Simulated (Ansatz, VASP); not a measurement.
## Sb: VASP beside Ansatz

File INCAR:

```
ALGO = Normal ; EDIFF = 1E-6
ENCUT = 520 ; GGA = PS
ISIF = 2 ; ISMEAR = 0
LASPH = T ; LCHARG = F
LREAL = F ; LWAVE = F
NBANDS = 12 ; NELM = 60
PREC = Accurate ; SIGMA = 0.15
```

KPOINTS

```
k-points
0
Gamma
  12 12 12
```

File POSCAR:

```
Sb
1.0
    2.0430703154      1.1795671966      3.9312000000
   -2.0430703154      1.1795671966      3.9312000000
    0.0000000000     -2.3591343931      3.9312000000
Sb
2
Direct
    0.2336400000      0.2336400000      0.2336400000
    0.7663600000      0.7663600000      0.7663600000
```

Input for Ansatz:

```yaml
crystal:
  lattice:
    - [2.0430703154, 1.1795671966, 3.9312]
    - [-2.0430703154, 1.1795671966, 3.9312]
    - [0.0, -2.3591343931, 3.9312]
  atoms:
    - { symbol: Sb, position: [0.23364, 0.23364, 0.23364] }
    - { symbol: Sb, position: [0.76636, 0.76636, 0.76636] }
basis:
  ecutwfc: 420
kpoints:
  mp_grid: { grid: [12, 12, 12] }
hamiltonian:
  xc: pbesol
scf:
  occupations: { method: gaussian, width: 0.15 }
output:
  forces: true
  stress: true
  eigenvalues: true
```

Change from the starting cell: strain -0.050 along x and y, +0.050 along z, atoms carried along.

Alike in both runs: task single point; functional PBEsol; k mesh 12 × 12 × 12; occupations gaussian, width 0.15 eV; no spin polarisation.

|  | VASP | Ansatz |
| --- | --- | --- |
| version | VASP 6.6.1 | Ansatz 0.2.0 |
| potentials or method | VASP PAW PBE potentials, release 64 (Sb), cutoff 520 eV | scalar-relativistic, plane waves, PAW |
| valence electrons in the cell | 10 | 30 |

VASP gave:

```
gap on the k mesh at the Fermi level (eV)                     : none
pressure (GPa)                                                : 4.8
traceless stress, the component that is largest in VASP (GPa) : -2.03
rms of the force components (eV/Å)                            : 0.325
```

Question: What did Ansatz give for the same quantities?

Answer: gap on the k mesh at the Fermi level (eV): none; pressure (GPa): 4.4; traceless stress, the component that is largest in VASP (GPa): -2.06; rms of the force components (eV/Å): 0.272.

VASP's potentials were made for PBE, not for PBEsol. Atom by atom the forces differ by 0.053 eV/Å (rms over components). A gap of «none» marks a metal or a gap that the smearing closes. VASP's potentials hold 10 valence electrons a cell and Ansatz's 30, so a difference there can come from the potentials and not from the codes.

Neither program's run includes spin-orbit coupling.
